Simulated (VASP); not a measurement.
Crystal: ReBi.

```
Re Bi
1.0
     0.00000    3.10976    3.10976
     3.10976    0.00000    3.10976
     3.10976    3.10976    0.00000
Re Bi
1 1
Direct
  0.00000 0.00000 0.00000
  0.25000 0.25000 0.25000
```

Base run:

* Program: VASP 6.6.1
* Functional: PBE
* Potentials or basis: VASP PAW PBE potentials, release 64 (Re, Bi_d)
* Cutoff: 520 eV
* k mesh: 10 × 10 × 10
* Occupations: tetrahedron
* Spin: no spin polarisation

Its results: band gap on the k mesh zero (band 11 reaches 4.40 eV, above the bottom of band 12 at 4.39 eV); pressure 0.0 GPa.

Question: The run is repeated on the same cell with these changes: functional from PBE to PBEsol; occupations from tetrahedron to gaussian, width 0.05 eV. What comes out?

Answer: Band gap on the k mesh zero (band 11 reaches 4.23 eV, above the bottom of band 12 at 4.19 eV); pressure -3.4 GPa.

Caveats: spin-orbit coupling is left out, which moves the levels of the heavy elements; the PAW data sets were made with another functional, which shifts forces and pressure a little (some runs).
